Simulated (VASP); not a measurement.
# RbBr (Fm-3m) in VASP: a series of runs

The runs below take RbBr through electric field gradients, with r2SCAN, PBE.

Program: VASP 6.6.1. These are calculated values, not measurements. Logs are shortened: lines on timing, memory, paths and dates and some standing lists are left out, and cuts for length are marked.

## Step 1: The cell of the first run

Symmetry: Fm-3m, No. 225, cubic system. The conventional cell has a = 6.945 Å, b = 6.945 Å, c = 6.945 Å, α = 90.00°, β = 90.00°, γ = 90.00°. Rb (site symmetry m-3m) has 6 Br at 3.47 Å within 4.6 Å. Within 4.6 Å of Br (site symmetry m-3m) lie 6 Rb at 3.47 Å.

## Step 2: Electric field gradients, r2SCAN (41.88 Å³/atom)

Input file POSCAR:

```
RbBr
1.0
    0.0000000000      3.4726038566      3.4726038566
    3.4726038566      0.0000000000      3.4726038566
    3.4726038566      3.4726038566      0.0000000000
Rb Br
1 1
Direct
    0.0000000000      0.0000000000      0.0000000000
    0.5000000000      0.5000000000      0.5000000000
```

Input file INCAR.step1:

```
PREC = Accurate
ENCUT = 520
ISMEAR = -1
SIGMA = 0.03
LREAL = F
LASPH = T
NELM = 60
NBANDS = 15
GGA = PE
ALGO = Normal
EDIFF = 1E-4
LWAVE = T
LCHARG = F
```

Input file INCAR.step2:

```
PREC = Accurate
ENCUT = 520
EDIFF = 1E-8
ISMEAR = -1
SIGMA = 0.03
LREAL = F
LASPH = T
NELM = 60
ALGO = Normal
ISIF = 2
LWAVE = F
LCHARG = F
METAGGA = R2SCAN
LMIXTAU = T
LEFG = T
NBANDS = 15
ISTART = 1
```

Input file KPOINTS:

```
Automatic mesh
0
Gamma
  7 7 7
```

Potentials or basis: VASP PAW PBE potentials, release 64 (Rb_sv, Br).

On the command line:

```bash
> cat potpaw_PBE.64/Rb_sv/POTCAR potpaw_PBE.64/Br/POTCAR > POTCAR
> cp INCAR.step1 INCAR
> mpirun -np 1 vasp_std > vasp.out
> cp INCAR.step2 INCAR
> mpirun -np 1 vasp_std > vasp.out
```

OUTCAR:

```text
PREC = Accurate
   ENCUT = 520
   EDIFF = 1E-8
   ISMEAR = -1
   LREAL = F
   LASPH = T
   NELM = 60
   ISIF = 2
   METAGGA = R2SCAN
   ISTART = 1

 ion  position               nearest neighbor table
   1  0.000  0.000  0.000-   2 3.47   2 3.47   2 3.47   2 3.47   2 3.47   2 3.47
   2  0.500  0.500  0.500-   1 3.47   1 3.47   1 3.47   1 3.47   1 3.47   1 3.47

  LATTYP: Found a face centered cubic cell.
 ALAT       =     6.9452077132

  Lattice vectors:

 A1 = (   0.0000000000,   3.4726038566,   3.4726038566)
 A2 = (   3.4726038566,   0.0000000000,   3.4726038566)
 A3 = (   3.4726038566,   3.4726038566,   0.0000000000)

Analysis of symmetry for initial positions (statically):
=====================================================================
 Subroutine PRICEL returns:
 Original cell was already a primitive cell.

 Routine SETGRP: Setting up the symmetry group for a
 face centered cubic supercell.

 Subroutine GETGRP returns: Found 48 space group operations
 (whereof 48 operations were pure point group operations)
 out of a pool of 48 trial point group operations.

The static configuration has the point symmetry O_h .

Analysis of symmetry for dynamics (positions and initial velocities):
=====================================================================
 Subroutine PRICEL returns:
 Original cell was already a primitive cell.

 Routine SETGRP: Setting up the symmetry group for a
 face centered cubic supercell.

 Subroutine GETGRP returns: Found 48 space group operations
 (whereof 48 operations were pure point group operations)
 out of a pool of 48 trial point group operations.

The dynamic configuration has the point symmetry O_h .

 Subroutine INISYM returns: Found 48 space group operations
 (whereof 48 operations are pure point group operations),
 and found     1 'primitive' translations

----------------------------------------------------------------------------------------

                                     Primitive cell

  volume of cell :      83.7521

  direct lattice vectors                    reciprocal lattice vectors
     0.000000000  3.472603857  3.472603857    -0.143984175  0.143984175  0.143984175
     3.472603857  0.000000000  3.472603857     0.143984175 -0.143984175  0.143984175
     3.472603857  3.472603857  0.000000000     0.143984175  0.143984175 -0.143984175

  length of vectors
     4.911003471  4.911003471  4.911003471     0.249387906  0.249387906  0.249387906

  position of ions in fractional coordinates (direct lattice)
     0.000000000  0.000000000  0.000000000
     0.500000000  0.500000000  0.500000000

  ion indices of the primitive-cell ions
   primitive index   ion index
                 1           1
                 2           2

----------------------------------------------------------------------------------------

 KPOINTS: Automatic mesh

Automatic generation of k-mesh.
 Grid dimensions read from file:
 generate k-points for:    7    7    7

 Generating k-lattice:

  Cartesian coordinates                     Fractional coordinates (reciprocal lattice)
    -0.020569168  0.020569168  0.020569168     0.142857143  0.000000000  0.000000000
     0.020569168 -0.020569168  0.020569168     0.000000000  0.142857143  0.000000000
     0.020569168  0.020569168 -0.020569168     0.000000000  0.000000000  0.142857143

  Length of vectors
     0.035626844  0.035626844  0.035626844

  Shift w.r.t. Gamma in fractional coordinates (k-lattice)
     0.000000000  0.000000000  0.000000000

 Subroutine IBZKPT returns following result:
 ===========================================

 Found     20 irreducible k-points:

 Following reciprocal coordinates:
            Coordinates               Weight
  0.000000  0.000000  0.000000      1.000000
  0.142857  0.000000  0.000000      8.000000
  0.285714  0.000000  0.000000      8.000000
  0.428571  0.000000  0.000000      8.000000
  0.142857  0.142857  0.000000      6.000000
  0.285714  0.142857  0.000000     24.000000
[... 12 lines left out ...]
 -0.428571  0.428571  0.142857     24.000000
 -0.285714  0.428571  0.142857     24.000000
   k-points           NKPTS =     20   k-points in BZ     NKDIM =     20   number of bands    NBANDS=     15
   number of dos      NEDOS =    301   number of ions     NIONS =      2
   total plane-waves  NPLWV =  64000
   dimension x,y,z NGX =    40 NGY =   40 NGZ =   40
   dimension x,y,z NGXF=    80 NGYF=   80 NGZF=   80
   ions per type =               1   1
   NGX,Y,Z   is equivalent  to a cutoff of  13.54, 13.54, 13.54 a.u.
   NGXF,Y,Z  is equivalent  to a cutoff of  27.08, 27.08, 27.08 a.u.
 SYSTEM =  unknown system
   PREC   = accura    normal or accurate (medium, high low for compatibility)
   ISTART =      1    job   : 0-new  1-cont  2-samecut
   ICHARG =      0    charge: 1-file 2-atom 10-const
   ISPIN  =      1    spin polarized calculation?
   LNONCOLLINEAR =      F non collinear calculations
   LSORBIT =      F    spin-orbit coupling
   LASPH  =      T    aspherical Exc in radial PAW
   ENCUT  =  520.0 eV  38.22 Ry    6.18 a.u.   9.13  9.13  9.13*2*pi/ulx,y,z
   NELM   =     60;   NELMIN=  2; NELMDL=  0     # of ELM steps
   EDIFF  = 0.1E-07   stopping-criterion for ELM
   LREAL  =      F    real-space projection
   EDIFFG = 0.1E-06   stopping-criterion for IOM
   NSW    =      0    number of steps for IOM
   IBRION =     -1    ionic relax: 0-MD 1-quasi-New 2-CG
   NFREE  =      0    steps in history (QN), initial steepest desc. (CG)
   ISIF   =      2    stress and relaxation
   ISYM   =      2    0-nonsym 1-usesym 2-fastsym
   POTIM  = 0.5000    time-step for ionic-motion
   TEBEG  =    0.0;   TEEND  =   0.0 temperature during run
   PSTRESS=    0.0 pullay stress
   NELECT =      16.0000    total number of electrons
   NUPDOWN=      -1.0000    fix difference up-down
   EMIN   =  10.00;   EMAX   =-10.00  energy-range for DOS
   EFERMI =   0.00;   METHOD = LEGACY
   ISMEAR =    -1;   SIGMA  =   0.03  broadening in eV -4-tet -1-fermi 0-gaus
   EFERMI_NEDOS =   21; number of points for ismear=-14 and -15
   IALGO  =     38    algorithm
   IMIX   =      4    mixing-type and parameters
     AMIX     =   0.40;   BMIX     =  1.00
     AMIX_MAG =   1.60;   BMIX_MAG =  1.00
  volume/ion in A,a.u.               =      41.88       282.59
  Fermi-wavevector in a.u.,A,eV,Ry     =   0.942865  1.781757 12.095507  0.888995
  Thomas-Fermi vector in A             =   2.070516
   LORBIT       =      0    0 simple, 1 ext, 2 COOP (PROOUT), +10 PAW based schemes
   METAGGA = R2SCAN    functional components
   LHFCALC =     F    Hartree Fock is set to
   AEXX    =    0.0000 exact exchange contribution
   IVDW    =     0    specifies the selected vdW correction
   LEPSILON=     F    determine dielectric tensor
   LRPA    =     F    only Hartree local field effects (RPA)
 non-spin polarized calculation
  energy-cutoff  :      520.00
  volume of cell :       83.75
 maximum number of plane-waves:      2281
 NGX is ok and might be reduce to    40
   NGX = 19   NGY = 19   NGZ = 19

 number of electron      15.9999998 magnetization

 Free energy of the ion-electron system (eV)
  ---------------------------------------------------
  ext. energy  EPLUGINS =         0.00000000
  ---------------------------------------------------
  free energy    TOTEN  =       -31.15551959 eV

  energy without entropy =      -31.15551959  energy(sigma->0) =      -31.15551959

 E-fermi :  -1.6408     XC(G=0):  -7.4618

 val. band max:       -2.3029281283   @ k =   0.0000   0.0000   0.0000
 cond. band min:       2.5640223302   @ k =   0.0000   0.0000   0.0000
 fundamental gap:      4.8669504584
 Fermi energy:        -1.6407767675

 k-point     1 :       0.0000    0.0000    0.0000
  band No.  band energies     occupation
      1     -27.5437      2.00000
      2     -14.8773      2.00000
      3     -11.0698      2.00000
      4     -11.0698      2.00000
      5     -11.0698      2.00000
      6      -2.3029      2.00000
      7      -2.3029      2.00000
      8      -2.3029      2.00000
      9       2.5640      0.00000
     10       5.5686      0.00000
     11       5.5686      0.00000
     12       5.5686      0.00000
     13       6.6094      0.00000
     14       6.6094      0.00000
[... 329 lines left out ...]
      2     -14.8551      2.00000
      3     -11.1837      2.00000
      4     -11.1498      2.00000
      5     -11.0581      2.00000
      6      -2.7946      2.00000
      7      -2.6675      2.00000
      8      -2.5987      2.00000
      9       4.9359      0.00000
     10       5.6081      0.00000
     11       6.7188      0.00000
     12       7.0335      0.00000
     13       8.6942      0.00000
     14       8.9777      0.00000
     15       9.7227      0.00000

------------------------ aborting loop because EDIFF is reached ----------------------------------------

  FORCE on cell =-STRESS in cart. coord.  units (eV):
  Direction    XX          YY          ZZ          XY          YZ          ZX
  --------------------------------------------------------------------------------------
  -------------------------------------------------------------------------------------
  Total       -0.0524078     -0.0524078     -0.0524078     -0.0000000     -0.0000000      0.0000000
  in kB       -1.0025609     -1.0025609     -1.0025609     -0.0000000     -0.0000000      0.0000000
  external PRESSURE =      -1.0025609 kB  Pullay stress =       0.0000000 kB

 VOLUME and BASIS-vectors are now :
 -----------------------------------------------------------------------------
  energy-cutoff  :      520.00
  volume of cell :       83.75
      direct lattice vectors                 reciprocal lattice vectors
     0.000000000  3.472603857  3.472603857    -0.143984175  0.143984175  0.143984175
     3.472603857  0.000000000  3.472603857     0.143984175 -0.143984175  0.143984175
     3.472603857  3.472603857  0.000000000     0.143984175  0.143984175 -0.143984175

 POSITION                                       TOTAL-FORCE (eV/Angst)
 -----------------------------------------------------------------------------------
      0.00000      0.00000      0.00000         0.000000      0.000000     -0.000000
      3.47260      3.47260      3.47260        -0.000000     -0.000000      0.000000
 -----------------------------------------------------------------------------------
    total drift:                                0.000000     -0.000000     -0.000000

  FREE ENERGIE OF THE ION-ELECTRON SYSTEM (eV)
  ---------------------------------------------------
  free  energy   TOTEN  =       -31.1555195910 eV

  energy  without entropy=      -31.1555195910  energy(sigma->0) =      -31.15551959

 Electric field gradients (V/A^2)
---------------------------------------------------------------------
 ion       V_xx      V_yy      V_zz      V_xy      V_xz      V_yz
---------------------------------------------------------------------
   1       0.000    -0.000     0.000     0.000     0.000     0.000
   2      -0.000    -0.000     0.000    -0.001    -0.001    -0.001
---------------------------------------------------------------------

 Electric field gradients after diagonalization (V/A^2)
 (convention: |V_zz| > |V_xx| > |V_yy|)
----------------------------------------------------------------------
 ion       V_xx      V_yy      V_zz     asymmetry (V_yy - V_xx)/ V_zz
----------------------------------------------------------------------
   1      -0.000    -0.000     0.000       0.000
   2       0.001     0.001    -0.001       0.000
----------------------------------------------------------------------

           NMR quadrupolar parameters

 Cq : quadrupolar parameter    Cq=e*Q*V_zz/h
 eta: asymmetry parameters     (V_yy - V_xx)/ V_zz
 Q  : nuclear electric quadrupole moment in mb (millibarn)
----------------------------------------------------------------------
 ion       Cq(MHz)       eta       Q (mb)
----------------------------------------------------------------------
   1       0.000       0.000       1.000
   2      -0.000       0.000       1.000
----------------------------------------------------------------------
```

Wall time 5.9 min (1 thread of Intel Xeon 8259CL, shared host); peak memory 0.23 GiB.

What came out:

```
Free energy                             : -31.1555 eV
Pressure                                : -0.1 GPa
Band gap on the k mesh                  : 4.87 eV
Largest electric field gradient by atom : zero within the noise of the run
```

Caveat: the PAW data sets were made with another functional, which shifts forces and pressure a little; an odd mesh through Γ misses points on the zone boundary, where band edges can lie.

## Step 3: Electric field gradients, PBE, non-collinear spin, zero start, spin-orbit coupling

This run uses another cell than the first one, of 40.27 Å³/atom.

Input file INCAR:

```
PREC = Accurate ; ENCUT = 520
EDIFF = 1E-8 ; ISMEAR = -1
SIGMA = 0.03 ; LREAL = False
LASPH = True ; NELM = 150
ALGO = Normal ; ISIF = 2
LWAVE = False ; LCHARG = False
LNONCOLLINEAR = True ; MAGMOM = 0 0 0 0 0 0
LORBIT = 11 ; LSORBIT = True
GGA_COMPAT = False ; LORBMOM = True
GGA = PE ; LEFG = True
NBANDS = 28
```

KPOINTS is that of step 2.

Input file POSCAR:

```
RbBr
1.0
    0.0000000000      3.4275000000      3.4275000000
    3.4275000000      0.0000000000      3.4275000000
    3.4275000000      3.4275000000      0.0000000000
Rb Br
1 1
Direct
    0.0000000000      0.0000000000      0.0000000000
    0.5000000000      0.5000000000      0.5000000000
```

Potentials or basis: VASP PAW PBE potentials, release 64 (Rb_sv, Br).

On the command line:

```bash
> cat potpaw_PBE.64/Rb_sv/POTCAR potpaw_PBE.64/Br/POTCAR > POTCAR
> mpirun -np 1 vasp_ncl > vasp.out
```

OUTCAR:

```text
PREC = Accurate
   ENCUT = 520
   EDIFF = 1E-8
   ISMEAR = -1
   LREAL = False
   LASPH = True
   NELM = 150
   ISIF = 2
   LNONCOLLINEAR = True
   LORBIT = 11
   LSORBIT = True
   GGA = PE

 ion  position               nearest neighbor table
   1  0.000  0.000  0.000-   2 3.43   2 3.43   2 3.43   2 3.43   2 3.43   2 3.43
   2  0.500  0.500  0.500-   1 3.43   1 3.43   1 3.43   1 3.43   1 3.43   1 3.43

  LATTYP: Found a face centered cubic cell.
 ALAT       =     6.8550000000

  Lattice vectors:

 A1 = (   0.0000000000,   3.4275000000,   3.4275000000)
 A2 = (   3.4275000000,   0.0000000000,   3.4275000000)
 A3 = (   3.4275000000,   3.4275000000,   0.0000000000)

Analysis of symmetry for initial positions (statically):
=====================================================================
 Subroutine PRICEL returns:
 Original cell was already a primitive cell.

 Routine SETGRP: Setting up the symmetry group for a
 face centered cubic supercell.

 Subroutine GETGRP returns: Found 48 space group operations
 (whereof 48 operations were pure point group operations)
 out of a pool of 48 trial point group operations.
[... 905 lines left out ...]
     0.0000000     0.0000000     0.0000000     0.0000000     0.0000000     0.0000000     0.0000000
     0.0000000     0.0000000     0.0000000     0.0000000     0.0000000     0.0000000     0.0000000
     0.0000000     0.0000000     0.0000000     0.0000000     0.0000000     0.0000000     0.0000000
     0.0000000     0.0000000     0.0000000     0.0000000     0.0000000     0.0000000     0.0000000
     0.0000000     0.0000000     0.0000000     0.0000000     0.0000000     0.0000000     0.0000000

 Ion:    2  E_soc:     -0.0514709
 l=   1
     0.0000000    -0.0085781    -0.0085781
    -0.0085781     0.0000000    -0.0085781
    -0.0085781    -0.0085781     0.0000000
 l=   2
     0.0000000    -0.0000000     0.0000000    -0.0000000    -0.0000004
    -0.0000000     0.0000000    -0.0000003    -0.0000000    -0.0000001
     0.0000000    -0.0000003     0.0000000    -0.0000003     0.0000000
    -0.0000000    -0.0000000    -0.0000003     0.0000000    -0.0000001
    -0.0000004    -0.0000001     0.0000000    -0.0000001     0.0000000
 l=   3
     0.0000000     0.0000000     0.0000000     0.0000000     0.0000000     0.0000000     0.0000000
     0.0000000     0.0000000     0.0000000     0.0000000     0.0000000     0.0000000     0.0000000
     0.0000000     0.0000000     0.0000000     0.0000000     0.0000000     0.0000000     0.0000000
     0.0000000     0.0000000     0.0000000     0.0000000     0.0000000     0.0000000     0.0000000
     0.0000000     0.0000000     0.0000000     0.0000000     0.0000000     0.0000000     0.0000000
     0.0000000     0.0000000     0.0000000     0.0000000     0.0000000     0.0000000     0.0000000
     0.0000000     0.0000000     0.0000000     0.0000000     0.0000000     0.0000000     0.0000000

 total charge

# of ion       s       p       d       tot
------------------------------------------
    1        1.940   5.351   0.023   7.315
    2        1.600   3.300   0.001   4.901
--------------------------------------------------
tot          3.540   8.651   0.024  12.216

 magnetization (x)

# of ion       s       p       d       tot
------------------------------------------
    1        0.000  -0.000   0.000  -0.000
    2       -0.000   0.000   0.000   0.000
--------------------------------------------------
tot         -0.000   0.000   0.000   0.000

 magnetization (y)

# of ion       s       p       d       tot
------------------------------------------
    1        0.000   0.000   0.000   0.000
    2        0.000   0.000   0.000   0.000
--------------------------------------------------
tot          0.000   0.000   0.000   0.000

 magnetization (z)

# of ion       s       p       d       tot
------------------------------------------
    1        0.000   0.000   0.000   0.000
    2       -0.000   0.000   0.000  -0.000
--------------------------------------------------
tot         -0.000   0.000   0.000  -0.000
```

OSZICAR:

```text
N       E                     dE             d eps       ncg     rms          rms(c)
DAV:   1     0.960155801737E+02    0.96016E+02   -0.64996E+03  1120   0.968E+02
DAV:   2     0.168376101364E+01   -0.94332E+02   -0.88434E+02  1504   0.190E+02
DAV:   3    -0.618802722489E+01   -0.78718E+01   -0.78318E+01  1624   0.541E+01
DAV:   4    -0.636569363646E+01   -0.17767E+00   -0.17744E+00  1556   0.737E+00
DAV:   5    -0.636878771211E+01   -0.30941E-02   -0.30939E-02  1520   0.843E-01    0.346E+00
DAV:   6    -0.615300485860E+01    0.21578E+00   -0.28673E-01  1300   0.254E+00    0.233E+00
DAV:   7    -0.613522473896E+01    0.17780E-01   -0.12517E-01  1400   0.173E+00    0.151E+00
DAV:   8    -0.614299568183E+01   -0.77709E-02   -0.13360E-02  1584   0.516E-01    0.685E-01
DAV:   9    -0.614890527383E+01   -0.59096E-02   -0.51855E-03  1172   0.490E-01    0.934E-02
DAV:  10    -0.614939901155E+01   -0.49374E-03   -0.34498E-04  1388   0.114E-01    0.596E-02
DAV:  11    -0.614971411562E+01   -0.31510E-03   -0.31865E-04  1164   0.111E-01    0.186E-02
DAV:  12    -0.614972182592E+01   -0.77103E-05   -0.59668E-06  1536   0.174E-02    0.591E-03
DAV:  13    -0.614972526319E+01   -0.34373E-05   -0.32567E-06  1196   0.115E-02    0.324E-03
DAV:  14    -0.614972630003E+01   -0.10368E-05   -0.21582E-06  1180   0.914E-03    0.748E-04
DAV:  15    -0.614972632958E+01   -0.29545E-07   -0.22001E-08  1472   0.110E-03    0.389E-04
DAV:  16    -0.614972635789E+01   -0.28308E-07   -0.61622E-09   980   0.555E-04    0.108E-04
DAV:  17    -0.614972635842E+01   -0.53001E-09   -0.56802E-10   860   0.178E-04
   1 F= -.61497264E+01 E0= -.61497264E+01  d E =-.123302E-11  mag=    -0.0000     0.0000     0.0000
```

stdout:

```text
POSCAR found type information on POSCAR RbBr
 POSCAR found :  2 types and       2 ions
 scaLAPACK will be used
 LDA part: xc-table for (Slater+PW92), standard interpolation
 POSCAR, INCAR and KPOINTS ok, starting setup
 FFT: planning ... GRIDC
 FFT: planning ... GRID_SOFT
 FFT: planning ... GRID
 WAVECAR not read
 entering main loop
ion   1

ion   2
```

It took 4.2 min on 1 thread of Intel Xeon 8259CL, shared host; peak memory 0.38 GiB.

Results:

```yaml
Free_energy: -6.1497 eV
Pressure: 1.0 GPa
Net_moment: 0.00 μB per cell
Largest_electric_field_gradient_by_atom: zero within the noise of the run
Valence_electrons_inside_the_program's_atomic_spheres: Rb 7.32; Br 4.90
```

Moments on the atoms (μB; x, y, z):
```
Rb  0.00 0.00 0.00
Br  0.00 0.00 0.00
```
